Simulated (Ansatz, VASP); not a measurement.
HfC: VASP beside Ansatz

The input INCAR:

```
SYSTEM = HfC
PREC     = Accurate       ! precision mode
ENCUT    = 520            ! plane-wave cutoff, eV
EDIFF    = 1E-6           ! SCF threshold, eV
ISMEAR   = 0              ! smearing method
SIGMA    = 0.1            ! smearing width, eV
LREAL    = .FALSE.        ! projectors in reciprocal space
LASPH    = .TRUE.         ! aspherical terms in the spheres
NELM     = 150            ! most SCF steps
ALGO     = Normal         ! electronic algorithm
ISIF     = 2              ! what is computed and relaxed
LWAVE    = .FALSE.        ! write WAVECAR
LCHARG   = .TRUE.         ! write CHGCAR
ISPIN    = 2              ! spin polarisation
MAGMOM   = 1 0            ! initial moments
LORBIT   = 11             ! projections on sites
NUPDOWN  = 1.0            ! fixed moment
LMAXMIX  = 4              ! l up to which the mixer works
GGA      = PE             ! functional
LELF     = .TRUE.         ! ELF
LVHAR    = .TRUE.       
NBANDS   = 18             ! bands
```

File KPOINTS:

```
Automatic mesh
0
G
  10 10 10
  0 0 0
```

File POSCAR:

```
HfC
1.0
    0.0000000000      2.3403977997      2.3403977997
    2.3403977997      0.0000000000      2.3403977997
    2.3403977997      2.3403977997      0.0000000000
Hf C
1 1
Direct
    0.5000000000      0.5000000000      0.5000000000
    0.0000000000      0.0000000000      0.0000000000
```

Contents of input.yaml:

```yaml
crystal:
  lattice:
    - [0.0, 2.3403977997, 2.3403977997]
    - [2.3403977997, 0.0, 2.3403977997]
    - [2.3403977997, 2.3403977997, 0.0]
  atoms:
    - { symbol: Hf, position: [0.5, 0.5, 0.5], spin: 1.0 }
    - { symbol: C, position: [0.0, 0.0, 0.0] }
kpoints:
  mp_grid: { grid: [10, 10, 10] }
scf:
  occupations: { method: gaussian, width: 0.1 }
hamiltonian:
  xc: pbe
  pseudopotentials:
    kind: all_electron
    lapw: { basis_error: 0.001 }
    dirac_shells: { Hf: ["4p", "4d"] }
magnetization:
  spin_polarized: true
  initial_magnetization: 1.0
  spin_locking: { lock_magnetization: hard }
output:
  forces: true
  stress: true
  eigenvalues: true
```

Change from the starting cell: volume scaled by 1.02.

Alike in both runs: task single point; functional PBE; k mesh 10 × 10 × 10; occupations gaussian, width 0.1 eV; collinear spin; fixed moment 1 μB.

```csv
,VASP,Ansatz
version,VASP 6.6.1,Ansatz 0.2.0
potentials or method,"VASP PAW PBE potentials, release 64 (Hf_pv, C), cutoff 520 eV","all-electron LAPW, inner shells corrected to Dirac's equation"
```

Ansatz gave:

```
pressure (GPa)                                                : 0.2
size of the moment on the site where the two differ most (μB) : 0.37
```

Task: Which values does VASP return?

Result: Pressure (GPa): -0.6; size of the moment on the site where the two differ most (μB): 0.27.

Site moments also hang on the region over which each program counts them. Ansatz ran all-electron here, and VASP with PAW potentials.

Neither program's run includes spin-orbit coupling.
